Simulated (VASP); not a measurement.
# ZnSe (F-43m) in VASP: a series of runs

The runs below take ZnSe through single point, with BHLYP.

Everything below comes from runs of VASP 6.6.1. Logs are shortened: lines on timing, memory, paths and dates and some standing lists are left out, and cuts for length are marked.

**1. The cell of the first run**

Symmetry: F-43m, No. 216, cubic system. The conventional cell has a = 5.591 Å, b = 5.591 Å, c = 5.591 Å, α = 90.00°, β = 90.00°, γ = 90.00°. Within 3.2 Å of Se (site symmetry -43m) lie 4 Zn at 2.42 Å. Zn (site symmetry -43m) has 4 Se at 2.42 Å within 3.2 Å.

**2. Single point, BHLYP**

POSCAR reads:

```
ZnSe
1.0
    0.0000000000      2.7955007105      2.7955007105
    2.7955007105      0.0000000000      2.7955007105
    2.7955007105      2.7955007105      0.0000000000
Se Zn
1 1
Direct
    0.7500000000      0.7500000000      0.7500000000
    0.0000000000      0.0000000000      0.0000000000
```

INCAR.step1 reads:

```
SYSTEM = ZnSe
ALGO = Normal ; EDIFF = 1E-5
ENCUT = 520 ; GGA = PE
ISIF = 2 ; ISMEAR = -1
LASPH = .True. ; LCHARG = .False.
LREAL = .False. ; LWAVE = .True.
NBANDS = 16 ; NELM = 80
PREC = Accurate ; SIGMA = 0.05
```

INCAR.step2 reads:

```
SYSTEM = ZnSe
AEXX = 0.5 ; AGGAC = 1.0
AGGAX = 0.5 ; ALDAC = 0.0
ALDAX = 0.5 ; ALGO = Normal
EDIFF = 1E-6 ; ENCUT = 520
GGA = B5 ; ISIF = 2
ISMEAR = -1 ; ISTART = 1
LASPH = .True. ; LCHARG = .False.
LHFCALC = .True. ; LREAL = .False.
LWAVE = .False. ; NBANDS = 16
NELM = 80 ; PREC = Accurate
PRECFOCK = Normal ; SIGMA = 0.05
```

KPOINTS reads:

```
k-points
0
Gamma
  4 4 4
  0 0 0
```

Potentials or basis: VASP PAW PBE potentials, release 64 (Se, Zn).

The run is started by

```sh
$ cat potpaw_PBE.64/Se/POTCAR potpaw_PBE.64/Zn/POTCAR > POTCAR
$ cp INCAR.step1 INCAR
$ mpirun -np 1 vasp_std > vasp.out
$ cp INCAR.step2 INCAR
$ mpirun -np 1 vasp_std > vasp.out
```

OUTCAR:

```text
SYSTEM = ZnSe
   AEXX = 0.5
   EDIFF = 1E-6
   ENCUT = 520
   GGA = B5
   ISIF = 2
   ISMEAR = -1
   ISTART = 1
   LASPH = .True.
   LHFCALC = .True.
   LREAL = .False.
   NELM = 80
   PREC = Accurate
   PRECFOCK = Normal

 ion  position               nearest neighbor table
   1  0.750  0.750  0.750-   2 2.42   2 2.42   2 2.42   2 2.42
   2  0.000  0.000  0.000-   1 2.42   1 2.42   1 2.42   1 2.42

  LATTYP: Found a face centered cubic cell.
 ALAT       =     5.5910014210

  Lattice vectors:

 A1 = (   0.0000000000,   2.7955007105,   2.7955007105)
 A2 = (   2.7955007105,   0.0000000000,   2.7955007105)
 A3 = (   2.7955007105,   2.7955007105,   0.0000000000)

Analysis of symmetry for initial positions (statically):
=====================================================================
 Subroutine PRICEL returns:
 Original cell was already a primitive cell.

 Routine SETGRP: Setting up the symmetry group for a
 face centered cubic supercell.

 Subroutine GETGRP returns: Found 24 space group operations
 (whereof 24 operations were pure point group operations)
 out of a pool of 48 trial point group operations.

The static configuration has the point symmetry T_d .

Analysis of symmetry for dynamics (positions and initial velocities):
=====================================================================
 Subroutine PRICEL returns:
 Original cell was already a primitive cell.

 Routine SETGRP: Setting up the symmetry group for a
 face centered cubic supercell.

 Subroutine GETGRP returns: Found 24 space group operations
 (whereof 24 operations were pure point group operations)
 out of a pool of 48 trial point group operations.

The dynamic configuration has the point symmetry T_d .

 Subroutine INISYM returns: Found 24 space group operations
 (whereof 24 operations are pure point group operations),
 and found     1 'primitive' translations

----------------------------------------------------------------------------------------

                                     Primitive cell

  volume of cell :      43.6927

  direct lattice vectors                    reciprocal lattice vectors
     0.000000000  2.795500710  2.795500710    -0.178858835  0.178858835  0.178858835
     2.795500710  0.000000000  2.795500710     0.178858835 -0.178858835  0.178858835
     2.795500710  2.795500710  0.000000000     0.178858835  0.178858835 -0.178858835

  length of vectors
     3.953435018  3.953435018  3.953435018     0.309792589  0.309792589  0.309792589

  position of ions in fractional coordinates (direct lattice)
     0.750000000  0.750000000  0.750000000
     0.000000000  0.000000000  0.000000000

  ion indices of the primitive-cell ions
   primitive index   ion index
                 1           1
                 2           2

----------------------------------------------------------------------------------------

 KPOINTS: k-points

Automatic generation of k-mesh.
 Grid dimensions read from file:
 generate k-points for:    4    4    4

 Generating k-lattice:

  Cartesian coordinates                     Fractional coordinates (reciprocal lattice)
    -0.044714709  0.044714709  0.044714709     0.250000000  0.000000000  0.000000000
     0.044714709 -0.044714709  0.044714709     0.000000000  0.250000000  0.000000000
     0.044714709  0.044714709 -0.044714709     0.000000000  0.000000000  0.250000000

  Length of vectors
     0.077448147  0.077448147  0.077448147

  Shift w.r.t. Gamma in fractional coordinates (k-lattice)
     0.000000000  0.000000000  0.000000000

 Subroutine IBZKPT returns following result:
 ===========================================

 Found      8 irreducible k-points:

 Following reciprocal coordinates:
            Coordinates               Weight
  0.000000  0.000000  0.000000      1.000000
  0.250000  0.000000  0.000000      8.000000
  0.500000  0.000000  0.000000      4.000000
  0.250000  0.250000  0.000000      6.000000
  0.500000  0.250000  0.000000     24.000000
 -0.250000  0.250000  0.000000     12.000000
  0.500000  0.500000  0.000000      3.000000
 -0.250000  0.500000  0.250000      6.000000
   k-points           NKPTS =      8   k-points in BZ     NKDIM =     64   number of bands    NBANDS=     16
   number of dos      NEDOS =    301   number of ions     NIONS =      2
   total plane-waves  NPLWV =  27000
   dimension x,y,z NGX =    30 NGY =   30 NGZ =   30
   dimension x,y,z NGXF=    60 NGYF=   60 NGZF=   60
   ions per type =               1   1
   NGX,Y,Z   is equivalent  to a cutoff of  12.62, 12.62, 12.62 a.u.
   NGXF,Y,Z  is equivalent  to a cutoff of  25.23, 25.23, 25.23 a.u.
 SYSTEM =  ZnSe
   PREC   = accura    normal or accurate (medium, high low for compatibility)
   ISTART =      1    job   : 0-new  1-cont  2-samecut
   ICHARG =      0    charge: 1-file 2-atom 10-const
   ISPIN  =      1    spin polarized calculation?
   LNONCOLLINEAR =      F non collinear calculations
   LSORBIT =      F    spin-orbit coupling
   LASPH  =      T    aspherical Exc in radial PAW
   ENCUT  =  520.0 eV  38.22 Ry    6.18 a.u.   7.35  7.35  7.35*2*pi/ulx,y,z
   NELM   =     80;   NELMIN=  2; NELMDL=  0     # of ELM steps
   EDIFF  = 0.1E-05   stopping-criterion for ELM
   LREAL  =      F    real-space projection
   EDIFFG = 0.1E-04   stopping-criterion for IOM
   NSW    =      0    number of steps for IOM
   IBRION =     -1    ionic relax: 0-MD 1-quasi-New 2-CG
   NFREE  =      0    steps in history (QN), initial steepest desc. (CG)
   ISIF   =      2    stress and relaxation
   ISYM   =      3    0-nonsym 1-usesym 2-fastsym
   POTIM  = 0.5000    time-step for ionic-motion
   TEBEG  =    0.0;   TEEND  =   0.0 temperature during run
   PSTRESS=    0.0 pullay stress
   NELECT =      18.0000    total number of electrons
   NUPDOWN=      -1.0000    fix difference up-down
   EMIN   =  10.00;   EMAX   =-10.00  energy-range for DOS
   EFERMI =   0.00;   METHOD = LEGACY
   ISMEAR =    -1;   SIGMA  =   0.05  broadening in eV -4-tet -1-fermi 0-gaus
   EFERMI_NEDOS =   21; number of points for ismear=-14 and -15
   IALGO  =     38    algorithm
   IMIX   =      1    mixing-type and parameters
     AMIX     =   0.40;   BMIX     =  1.00
     AMIX_MAG =   1.60;   BMIX_MAG =  1.00
  volume/ion in A,a.u.               =      21.85       147.43
  Fermi-wavevector in a.u.,A,eV,Ry     =   1.218137  2.301945 20.189103  1.483857
  Thomas-Fermi vector in A             =   2.353433
   LORBIT       =      0    0 simple, 1 ext, 2 COOP (PROOUT), +10 PAW based schemes
   GGA     = B5    functional components
   LHFCALC =     T    Hartree Fock is set to
   PRECFOCK=normal    Normal, Fast or Accurate (Low or Medium for compatibility)
   ENCUT4O =  -1.0   cutoff for four orbital integrals eV
   NKREDX  =     1    reduce k-point grid by
   NKREDY  =     1    reduce k-point grid by
   NKREDZ  =     1    reduce k-point grid by
   AEXX    =    0.5000 exact exchange contribution
   HFSCREEN=    0.0000 screening length (either q_TF or 0.3 A-1)
   HFSCREENC=   0.0000 screening length for correlation (either q_TF or 0.3 A-1)
   ENCUTFOCK=  -1.0 apply spherical cutoff to Coloumb kernel
   IVDW    =     0    specifies the selected vdW correction
   LEPSILON=     F    determine dielectric tensor
   LRPA    =     F    only Hartree local field effects (RPA)
 non-spin polarized calculation
  energy-cutoff  :      520.00
  volume of cell :       43.69
 maximum number of plane-waves:      1243
 NGX is ok and might be reduce to    30
  NGX = 24; NGY = 24; NGZ = 24

 number of electron      17.9999985 magnetization

 Free energy of the ion-electron system (eV)
  ---------------------------------------------------
  ext. energy  EPLUGINS =         0.00000000
  ---------------------------------------------------
  free energy    TOTEN  =        -9.06608390 eV

  energy without entropy =       -9.06608390  energy(sigma->0) =       -9.06608390

 E-fermi :   1.3559     XC(G=0):  -4.9878

 val. band max:        0.2354685209   @ k =   0.0000   0.0000   0.0000
 cond. band min:       5.5269084088   @ k =   0.0000   0.0000   0.0000
 fundamental gap:      5.2914398879
 Fermi energy:         1.3558976145

 k-point     1 :       0.0000    0.0000    0.0000
  band No.  band energies     occupation
      1     -15.6099      2.00000
      2      -9.9411      2.00000
      3      -9.9411      2.00000
      4      -9.9411      2.00000
      5      -9.6081      2.00000
      6      -9.6081      2.00000
[... 8 lines left out ...]
     15      16.0252      0.00000
     16      16.0252      0.00000

 k-point     2 :       0.2500    0.0000    0.0000
  band No.  band energies     occupation
      1     -15.1561      2.00000
      2      -9.8950      2.00000
      3      -9.8950      2.00000
      4      -9.7940      2.00000
      5      -9.6094      2.00000
      6      -9.6094      2.00000
[... 8 lines left out ...]
     15      14.8388      0.00000
     16      15.1689      0.00000

 k-point     3 :       0.5000    0.0000    0.0000
  band No.  band energies     occupation
      1     -14.6313      2.00000
      2      -9.8598      2.00000
      3      -9.8598      2.00000
      4      -9.5975      2.00000
      5      -9.5975      2.00000
      6      -9.3659      2.00000
[... 8 lines left out ...]
     15      18.0607      0.00000
     16      18.0607      0.00000

 k-point     4 :       0.2500    0.2500    0.0000
  band No.  band energies     occupation
      1     -15.0046      2.00000
      2      -9.8422      2.00000
      3      -9.8422      2.00000
      4      -9.8379      2.00000
      5      -9.6200      2.00000
      6      -9.5882      2.00000
[... 8 lines left out ...]
     15      17.0093      0.00000
     16      18.9801      0.00000

 k-point     5 :       0.5000    0.2500    0.0000
  band No.  band energies     occupation
      1     -14.4805      2.00000
      2      -9.8261      2.00000
      3      -9.7914      2.00000
      4      -9.6762      2.00000
      5      -9.5881      2.00000
      6      -9.3362      2.00000
[... 8 lines left out ...]
     15      18.2217      0.00000
     16      19.0790      0.00000

 k-point     6 :      -0.2500    0.2500    0.0000
  band No.  band energies     occupation
      1     -14.6551      2.00000
      2      -9.8406      2.00000
      3      -9.8365      2.00000
      4      -9.6362      2.00000
      5      -9.6208      2.00000
      6      -9.4628      2.00000
[... 8 lines left out ...]
     15      16.9888      0.00000
     16      19.1980      0.00000

 k-point     7 :       0.5000    0.5000    0.0000
  band No.  band energies     occupation
      1     -14.3083      2.00000
      2      -9.7822      2.00000
      3      -9.7268      2.00000
      4      -9.7268      2.00000
      5      -9.5681      2.00000
      6      -9.2828      2.00000
[... 8 lines left out ...]
     15      18.8172      0.00000
     16      19.3466      0.00000

 k-point     8 :      -0.2500    0.5000    0.2500
  band No.  band energies     occupation
      1     -14.3059      2.00000
      2      -9.7883      2.00000
      3      -9.7794      2.00000
      4      -9.6515      2.00000
      5      -9.6132      2.00000
      6      -9.1672      2.00000
[... 8 lines left out ...]
     15      18.9417      0.00000
     16      19.0105      0.00000

------------------------ aborting loop because EDIFF is reached ----------------------------------------

  FORCE on cell =-STRESS in cart. coord.  units (eV):
  Direction    XX          YY          ZZ          XY          YZ          ZX
  --------------------------------------------------------------------------------------
  -------------------------------------------------------------------------------------
  Total        1.6995179      1.6995179      1.6995179     -0.0000000     -0.0000000     -0.0000000
  in kB       62.3200083     62.3200083     62.3200083     -0.0000000     -0.0000000     -0.0000000
  external PRESSURE =      62.3200083 kB  Pullay stress =       0.0000000 kB

 VOLUME and BASIS-vectors are now :
 -----------------------------------------------------------------------------
  energy-cutoff  :      520.00
  volume of cell :       43.69
      direct lattice vectors                 reciprocal lattice vectors
     0.000000000  2.795500710  2.795500710    -0.178858835  0.178858835  0.178858835
     2.795500710  0.000000000  2.795500710     0.178858835 -0.178858835  0.178858835
     2.795500710  2.795500710  0.000000000     0.178858835  0.178858835 -0.178858835

 POSITION                                       TOTAL-FORCE (eV/Angst)
 -----------------------------------------------------------------------------------
      4.19325      4.19325      4.19325        -0.000000      0.000000     -0.000000
      0.00000      0.00000      0.00000         0.000000     -0.000000      0.000000
 -----------------------------------------------------------------------------------
    total drift:                               -0.000266     -0.000195     -0.000129

  FREE ENERGIE OF THE ION-ELECTRON SYSTEM (eV)
  ---------------------------------------------------
  free  energy   TOTEN  =        -9.0660838969 eV

  energy  without entropy=       -9.0660838969  energy(sigma->0) =       -9.06608390
```

It took 13 min on 1 thread of Intel Xeon 8259CL, shared host; peak memory 0.17 GiB.

What came out:

| Item | Value |
| --- | --- |
| Free energy | -9.0661 eV |
| Pressure | 6.2 GPa |
| Band gap on the k mesh | 5.29 eV |

Caveat: the k points lie up to 0.49 Å⁻¹ apart; the PAW data sets were made with another functional, which shifts forces and pressure a little.

**3. Single point, BHLYP**

This run uses another cell than the first one, of 22.30 Å³/atom.

POSCAR reads:

```
ZnSe
1.0
    0.0000000000      2.8147806350      2.8147806350
    2.8147806350      0.0000000000      2.8147806350
    2.8147806350      2.8147806350      0.0000000000
Se Zn
1 1
Direct
    0.7500000000      0.7500000000      0.7500000000
    0.0000000000      0.0000000000      0.0000000000
```

INCAR.step1 reads:

```
SYSTEM = ZnSe
PREC = Accurate ; ENCUT = 520
EDIFF = 1E-5 ; ISMEAR = -1
SIGMA = 0.05 ; LREAL = .FALSE.
LASPH = .TRUE. ; NELM = 80
ALGO = Normal ; ISIF = 2
LWAVE = .TRUE. ; GGA = PE
NBANDS = 16
```

INCAR.step2 reads:

```
SYSTEM = ZnSe
PREC = Accurate ; ENCUT = 520
EDIFF = 1E-6 ; ISMEAR = -1
SIGMA = 0.05 ; LREAL = .FALSE.
LASPH = .TRUE. ; NELM = 80
ALGO = Normal ; ISIF = 2
LWAVE = .FALSE. ; LCHARG = .TRUE.
GGA = B5 ; LHFCALC = .TRUE.
AEXX = 0.5 ; ALDAX = 0.5
AGGAX = 0.5 ; AGGAC = 1.0
ALDAC = 0.0 ; PRECFOCK = Normal
LELF = .TRUE. ; LVHAR = .TRUE.
ISTART = 1 ; NBANDS = 16
```

KPOINTS reads:

```
Automatic mesh
0
G
  4 4 4
  0 0 0
```

Potentials or basis: VASP PAW PBE potentials, release 64 (Se, Zn).

The run is started by

```sh
$ cat potpaw_PBE.64/Se/POTCAR potpaw_PBE.64/Zn/POTCAR > POTCAR
$ cp INCAR.step1 INCAR
$ mpirun -np 1 vasp_std > vasp.out
$ cp INCAR.step2 INCAR
$ mpirun -np 1 vasp_std > vasp.out
```

Wall time 14 min (1 thread of Intel Xeon 8259CL, shared host); peak memory 0.19 GiB.

Results (log left out):

```
Free energy            : -9.0970 eV
Pressure               : 4.5 GPa
Band gap on the k mesh : 5.18 eV
```

Levels at points of the mesh, in eV from the valence-band top:
| k point | band 6 | band 7 | band 8 | band 9 | band 10 | band 11 | band 12 | band 13 |
| --- | --- | --- | --- | --- | --- | --- | --- | --- |
| (0.00, 0.00, 0.00) | -9.80 | 0.00 | 0.00 | 0.00 | 5.18 | 9.71 | 9.71 | 9.71 |
| (0.50, 0.00, 0.00) | -9.57 | -6.00 | -0.99 | -0.99 | 6.37 | 10.25 | 10.25 | 12.63 |
| (0.50, 0.50, 0.00) | -9.49 | -5.60 | -2.50 | -2.50 | 6.36 | 7.14 | 15.40 | 16.09 |

Caveat: the k points lie up to 0.48 Å⁻¹ apart; the PAW data sets were made with another functional, which shifts forces and pressure a little.
